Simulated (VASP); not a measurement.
# Cu (I4/mmm) in VASP: notebook

Cu is run at these levels: LDA; tasks: single point.

Everything below comes from runs of VASP 6.6.1. Logs are shortened: lines on timing, memory, paths and dates and some standing lists are left out, and cuts for length are marked.

### 1 The cell of the first run

Symmetry: I4/mmm, No. 139, tetragonal system. The conventional cell has a = 2.788 Å, b = 2.788 Å, c = 2.700 Å, α = 90.00°, β = 90.00°, γ = 90.00°. Cu (site symmetry 4/mmm) has 14 Cu at 2.39 to 2.79 Å within 3.2 Å.

### 2 Single point, LDA (10.49 Å³/atom)

INCAR

```
SYSTEM = Cu
PREC     = Accurate       ! precision mode
ENCUT    = 820            ! plane-wave cutoff, eV
EDIFF    = 1E-6           ! SCF threshold, eV
ISMEAR   = 0              ! smearing method
SIGMA    = 0.15           ! smearing width, eV
LREAL    = .False.        ! projectors in reciprocal space
LASPH    = .True.         ! aspherical terms in the spheres
NELM     = 120            ! most SCF steps
ALGO     = Normal         ! electronic algorithm
ISIF     = 2              ! what is computed and relaxed
LWAVE    = .False.        ! write WAVECAR
LCHARG   = .False.        ! write CHGCAR
GGA      = CA             ! functional
NBANDS   = 16             ! bands
GGA_COMPAT= .False.
```

KPOINTS

```
Automatic mesh
0
Gamma
  24 24 24
  0 0 0
```

POSCAR

```
Cu
1.0
   -1.3940000401      1.3940000401      1.3498102388
    1.3940000401     -1.3940000401      1.3498102388
    1.3940000401      1.3940000401     -1.3498102388
Cu
1
Direct
    0.0000000000      0.0000000000      0.0000000000
```

Potentials or basis: VASP PAW LDA potentials, release 64 (Cu_sv_GW).

Launch:

```sh
$ cat potpaw_LDA.64/Cu_sv_GW/POTCAR > POTCAR
$ mpirun -np 1 vasp_std > vasp.out
```

OUTCAR:

```text
SYSTEM = Cu
   PREC = Accurate
   ENCUT = 820
   EDIFF = 1E-6
   ISMEAR = 0
   LREAL = .False.
   LASPH = .True.
   NELM = 120
   ISIF = 2
   GGA = CA

 ion  position               nearest neighbor table
   1  0.000  0.000  0.000-

  LATTYP: Found a body centered tetragonal cell.
 ALAT       =     2.7880000802
 C/A-ratio  =     0.9683000000

  Lattice vectors:

 A1 = (  -1.3940000401,   1.3940000401,   1.3498102388)
 A2 = (   1.3940000401,  -1.3940000401,   1.3498102388)
 A3 = (   1.3940000401,   1.3940000401,  -1.3498102388)

Analysis of symmetry for initial positions (statically):
=====================================================================
 Subroutine PRICEL returns:
 Original cell was already a primitive cell.

 Routine SETGRP: Setting up the symmetry group for a
 body centered tetragonal supercell.

 Subroutine GETGRP returns: Found 16 space group operations
 (whereof 16 operations were pure point group operations)
 out of a pool of 16 trial point group operations.

The static configuration has the point symmetry D_4h.

Analysis of symmetry for dynamics (positions and initial velocities):
=====================================================================
 Subroutine PRICEL returns:
 Original cell was already a primitive cell.

 Routine SETGRP: Setting up the symmetry group for a
 body centered tetragonal supercell.

 Subroutine GETGRP returns: Found 16 space group operations
 (whereof 16 operations were pure point group operations)
 out of a pool of 16 trial point group operations.

The dynamic configuration has the point symmetry D_4h.

 Subroutine INISYM returns: Found 16 space group operations
 (whereof 16 operations are pure point group operations),
 and found     1 'primitive' translations

----------------------------------------------------------------------------------------

                                     Primitive cell

  volume of cell :      10.4920

  direct lattice vectors                    reciprocal lattice vectors
    -1.394000040  1.394000040  1.349810239     0.000000000  0.358680047  0.370422438
     1.394000040 -1.394000040  1.349810239     0.358680047  0.000000000  0.370422438
     1.394000040  1.394000040 -1.349810239     0.358680047  0.358680047  0.000000000

  length of vectors
     2.389238352  2.389238352  2.389238352     0.515620169  0.515620169  0.507250187

  position of ions in fractional coordinates (direct lattice)
[... 75 lines left out ...]
   ENCUT  =  820.0 eV  60.27 Ry    7.76 a.u.   5.58  5.58  5.58*2*pi/ulx,y,z
   NELM   =    120;   NELMIN=  2; NELMDL= -5     # of ELM steps
   EDIFF  = 0.1E-05   stopping-criterion for ELM
   LREAL  =      F    real-space projection
   EDIFFG = 0.1E-04   stopping-criterion for IOM
   NSW    =      0    number of steps for IOM
   IBRION =     -1    ionic relax: 0-MD 1-quasi-New 2-CG
   NFREE  =      0    steps in history (QN), initial steepest desc. (CG)
   ISIF   =      2    stress and relaxation
   ISYM   =      2    0-nonsym 1-usesym 2-fastsym
   POTIM  = 0.5000    time-step for ionic-motion
   TEBEG  =    0.0;   TEEND  =   0.0 temperature during run
   PSTRESS=    0.0 pullay stress
   NELECT =      19.0000    total number of electrons
   NUPDOWN=      -1.0000    fix difference up-down
   EMIN   =  10.00;   EMAX   =-10.00  energy-range for DOS
   EFERMI =   0.00;   METHOD = LEGACY
   ISMEAR =     0;   SIGMA  =   0.15  broadening in eV -4-tet -1-fermi 0-gaus
   EFERMI_NEDOS =   21; number of points for ismear=-14 and -15
   IALGO  =     38    algorithm
   IMIX   =      4    mixing-type and parameters
     AMIX     =   0.40;   BMIX     =  1.00
     AMIX_MAG =   1.60;   BMIX_MAG =  1.00
  volume/ion in A,a.u.               =      10.49        70.80
  Fermi-wavevector in a.u.,A,eV,Ry     =   1.995446  3.770846 54.175732  3.981804
  Thomas-Fermi vector in A             =   3.012131
   LORBIT       =      0    0 simple, 1 ext, 2 COOP (PROOUT), +10 PAW based schemes
   GGA     = CA    functional components
   LHFCALC =     F    Hartree Fock is set to
   AEXX    =    0.0000 exact exchange contribution
   IVDW    =     0    specifies the selected vdW correction
   LEPSILON=     F    determine dielectric tensor
   LRPA    =     F    only Hartree local field effects (RPA)
 non-spin polarized calculation
 Gauss-broadening in eV      SIGMA  =   0.15
  energy-cutoff  :      820.00
  volume of cell :       10.49
 maximum number of plane-waves:       576
   NGX = 11   NGY = 11   NGZ = 11

 number of electron      18.9999997 magnetization

 Free energy of the ion-electron system (eV)
  ---------------------------------------------------
  ext. energy  EPLUGINS =         0.00000000
  ---------------------------------------------------
  free energy    TOTEN  =        -4.80842484 eV

  energy without entropy =       -4.80453951  energy(sigma->0) =       -4.80648218

 E-fermi :   8.7726     XC(G=0): -14.6123

 val. band max:        8.7579403616   @ k =  -0.2500   0.4583   0.0833
 cond. band min:       8.7734524362   @ k =   0.5000   0.2917   0.0833
 fundamental gap:      0.0155120746
 Fermi energy:         8.7725842790

 k-point     1 :       0.0000    0.0000    0.0000
  band No.  band energies     occupation
      1    -103.0701      2.00000
      2     -60.9306      2.00000
      3     -60.9289      2.00000
      4     -60.9289      2.00000
      5      -1.5972      2.00000
      6       5.1080      2.00000
[... 433 lines left out ...]
      3     -60.9945      2.00000
      4     -60.9316      2.00000
      5       2.9671      2.00000
      6       4.2897      2.00000
[... 8 lines left out ...]
     15      35.2597      0.00000
     16      44.1320      0.00000

 [... further k-points ...]

------------------------ aborting loop because EDIFF is reached ----------------------------------------

  FORCE on cell =-STRESS in cart. coord.  units (eV):
  Direction    XX          YY          ZZ          XY          YZ          ZX
  --------------------------------------------------------------------------------------
  -------------------------------------------------------------------------------------
  Total        0.4977797      0.4977797      0.4957464      0.0000000     -0.0000000      0.0000000
  in kB       76.0132771     76.0132771     75.7027857      0.0000000     -0.0000000      0.0000000
  external PRESSURE =      75.9097800 kB  Pullay stress =       0.0000000 kB

 VOLUME and BASIS-vectors are now :
 -----------------------------------------------------------------------------
  energy-cutoff  :      820.00
  volume of cell :       10.49
      direct lattice vectors                 reciprocal lattice vectors
    -1.394000040  1.394000040  1.349810239     0.000000000  0.358680047  0.370422438
     1.394000040 -1.394000040  1.349810239     0.358680047  0.000000000  0.370422438
     1.394000040  1.394000040 -1.349810239     0.358680047  0.358680047  0.000000000

 POSITION                                       TOTAL-FORCE (eV/Angst)
 -----------------------------------------------------------------------------------
      0.00000      0.00000      0.00000         0.000000      0.000000     -0.000000
 -----------------------------------------------------------------------------------
    total drift:                                0.000000      0.000000      0.000000

  FREE ENERGIE OF THE ION-ELECTRON SYSTEM (eV)
  ---------------------------------------------------
  free  energy   TOTEN  =        -4.8084248429 eV

  energy  without entropy=       -4.8045395101  energy(sigma->0) =       -4.80648218
```

OSZICAR:

```text
N       E                     dE             d eps       ncg     rms          rms(c)
DAV:   1     0.250593017860E+03    0.25059E+03   -0.14898E+04 44288   0.512E+03
DAV:   2     0.381730760216E+01   -0.24678E+03   -0.23436E+03 51280   0.100E+03
DAV:   3    -0.562568082266E+01   -0.94430E+01   -0.94215E+01 46360   0.197E+02
DAV:   4    -0.575243569208E+01   -0.12675E+00   -0.12674E+00 47016   0.157E+01
DAV:   5    -0.575977359887E+01   -0.73379E-02   -0.73379E-02 48624   0.403E+00    0.866E+00
DAV:   6    -0.532651195006E+01    0.43326E+00   -0.56648E+00 39648   0.197E+02    0.518E+00
DAV:   7    -0.483099806908E+01    0.49551E+00   -0.17845E+00 36400   0.106E+02    0.191E+00
DAV:   8    -0.480842383628E+01    0.22574E-01   -0.27953E-02 56800   0.488E+00    0.248E-01
DAV:   9    -0.480846162120E+01   -0.37785E-04   -0.85686E-04 53872   0.184E+00    0.909E-02
DAV:  10    -0.480842491821E+01    0.36703E-04   -0.75264E-05 54720   0.637E-01    0.435E-03
DAV:  11    -0.480842484289E+01    0.75320E-07   -0.41802E-07 26064   0.147E-02
   1 F= -.48084248E+01 E0= -.48064822E+01  d E =-.388533E-02
```

Wall time 2 min (1 thread of Intel Xeon Platinum 8488C (Sapphire Rapids), shared host); peak memory 0.5 GiB.

What came out:

```yaml
Free_energy: -4.8084 eV
Pressure: 7.6 GPa
Band_gap_on_the_k_mesh: zero (an odd number of electrons rules out a gap without spin polarisation)
```

Levels at points of the mesh, in eV from the Fermi level:
```tsv
k point	band 6	band 7	band 8	band 9	band 10	band 11	band 12	band 13	band 14	band 15
(0.00, 0.00, 0.00)	-3.66	-3.51	-3.51	-2.41	-2.25	25.97	25.97	26.82	30.45	30.83
(0.50, 0.00, 0.00)	-4.49	-2.35	-2.13	-1.43	-0.87	5.10	18.17	18.55	22.57	26.06
(0.50, 0.50, 0.00)	-4.30	-2.49	-2.23	-1.45	-1.13	4.73	19.04	19.58	23.38	26.80
(0.50, 0.50, 0.50)	-5.40	-1.66	-1.66	-1.62	8.18	8.18	9.51	14.28	14.84	18.06
```

Caveat: the cell stands under pressure.

### 3 Single point, LDA (11.37 Å³/atom)

This run uses another cell than the first one, of 11.37 Å³/atom.

INCAR

```
PREC = Accurate ; ENCUT = 520
EDIFF = 1E-6 ; ISMEAR = 0
SIGMA = 0.15 ; LREAL = False
LASPH = True ; NELM = 100
ALGO = Fast ; ISIF = 2
LWAVE = False ; LCHARG = True
LELF = True ; LVHAR = True
NBANDS = 12
```

KPOINTS

```
regular mesh
0
Gamma
  24 24 24
```

POSCAR

```
Cu
1.0
   -1.4032246037      1.4032246037      1.4432165049
    1.4032246037     -1.4032246037      1.4432165049
    1.4032246037      1.4032246037     -1.4432165049
Cu
1
Direct
    0.0000000000      0.0000000000      0.0000000000
```

Potentials or basis: VASP PAW LDA potentials, release 64 (Cu).

Launch:

```sh
$ cat potpaw_LDA.64/Cu/POTCAR > POTCAR
$ mpirun -np 1 vasp_std > vasp.out
```

Run time: 85 s. Hardware: 1 thread of Intel Xeon Platinum 8375C at 2.90GHz (Ice Lake), shared host; peak memory 0.24 GiB.

The run converged. Its results:

```yaml
Free_energy: -4.6622 eV
Pressure: -5.7 GPa
Band_gap_on_the_k_mesh: zero (an odd number of electrons rules out a gap without spin polarisation)
```

Stress tensor (GPa, compression positive):
```
-5.85  0.00  0.00
 0.00 -5.85  0.00
 0.00  0.00 -5.36
```

Levels at points of the mesh, in eV from the Fermi level:
```
           k point  band 2  band 3  band 4  band 5  band 6  band 7  band 8  band 9  band 10  band 11
(0.00, 0.00, 0.00)   -3.31   -3.31   -3.20   -2.25   -2.13   25.10   25.67   25.67    28.65    29.36
(0.50, 0.00, 0.00)   -3.98   -2.29   -2.07   -1.42   -0.74    4.43   18.08   18.16    22.10    25.15
(0.50, 0.50, 0.00)   -4.12   -2.15   -2.04   -1.40   -0.52    4.74   17.34   17.34    21.43    24.51
(0.50, 0.50, 0.50)   -4.86   -1.62   -1.59   -1.59    7.60    8.67    8.67   13.62    14.29    16.56
```

Caveat: the cell stands under tension.

### 4 Single point, LDA (10.49 Å³/atom)

INCAR

```
PREC = Accurate ; ENCUT = 820
EDIFF = 1E-6 ; ISMEAR = 0
SIGMA = 0.15 ; LREAL = F
LASPH = T ; NELM = 120
ALGO = Normal ; ISIF = 2
LWAVE = F ; LCHARG = F
GGA = CA ; NBANDS = 16
GGA_COMPAT = F
```

KPOINTS is that of step 3.

POSCAR

```
Cu
1.0
   -1.4080868461      1.4080868461      1.3229377452
    1.4080868461     -1.4080868461      1.3229377452
    1.4080868461      1.4080868461     -1.3229377452
Cu
1
Direct
    0.0000000000      0.0000000000      0.0000000000
```

Potentials or basis: VASP PAW LDA potentials, release 64 (Cu_sv_GW).

Launch:

```sh
$ cat potpaw_LDA.64/Cu_sv_GW/POTCAR > POTCAR
$ mpirun -np 1 vasp_std > vasp.out
```

It took 3.4 min on 1 thread of Intel Xeon Platinum 8259CL at 2.50GHz (Skylake/Cascade Lake), shared host; peak memory 0.5 GiB.

Results (log left out):

* Free energy: -4.8083 eV
* Pressure: 7.8 GPa
* Band gap on the k mesh: zero (an odd number of electrons rules out a gap without spin polarisation)

Stress tensor (GPa, compression positive):
```
7.65 0.00 0.00
0.00 7.65 0.00
0.00 0.00 8.00
```

Levels at points of the mesh, in eV from the Fermi level:
| k point | band 6 | band 7 | band 8 | band 9 | band 10 | band 11 | band 12 | band 13 | band 14 | band 15 |
| --- | --- | --- | --- | --- | --- | --- | --- | --- | --- | --- |
| (0.00, 0.00, 0.00) | -3.75 | -3.45 | -3.45 | -2.51 | -2.18 | 25.60 | 25.60 | 27.37 | 30.13 | 30.36 |
| (0.50, 0.00, 0.00) | -4.54 | -2.36 | -2.05 | -1.43 | -0.77 | 5.24 | 17.92 | 18.26 | 22.35 | 25.84 |
| (0.50, 0.50, 0.00) | -4.17 | -2.60 | -2.27 | -1.47 | -1.29 | 4.50 | 19.63 | 20.28 | 23.94 | 27.29 |
| (0.50, 0.50, 0.50) | -5.39 | -1.67 | -1.67 | -1.59 | 7.79 | 7.79 | 10.38 | 13.97 | 14.83 | 18.44 |

Caveat: the cell stands under pressure.

### 5 The runs side by side

```csv
potentials or basis,cell,cutoff (eV),gap on the mesh (eV),pressure (GPa)
"VASP PAW LDA potentials, release 64 (Cu_sv_GW)","a = 2.389 Å, angles 108.6, 108.6, 111.2°, 1 atom",820,none,7.6
"VASP PAW LDA potentials, release 64 (Cu)","a = 2.454 Å, angles 110.2, 110.2, 107.9°, 1 atom",520,none,-5.7
"VASP PAW LDA potentials, release 64 (Cu_sv_GW)","a = 2.391 Å, angles 107.8, 107.8, 112.8°, 1 atom",820,none,7.8
```

Alike in all rows: task single point; level LDA; no spin polarisation; k mesh 24 × 24 × 24; smearing gaussian 0.15 eV.

Caveats: the cell stands under pressure (at least some runs); the cell stands under tension (at least some runs).

Total energies depend on the potentials used, so only differences within one code and one set of settings carry meaning.

The gap in the log of VASP goes by the Fermi energy; the results here count the filled bands.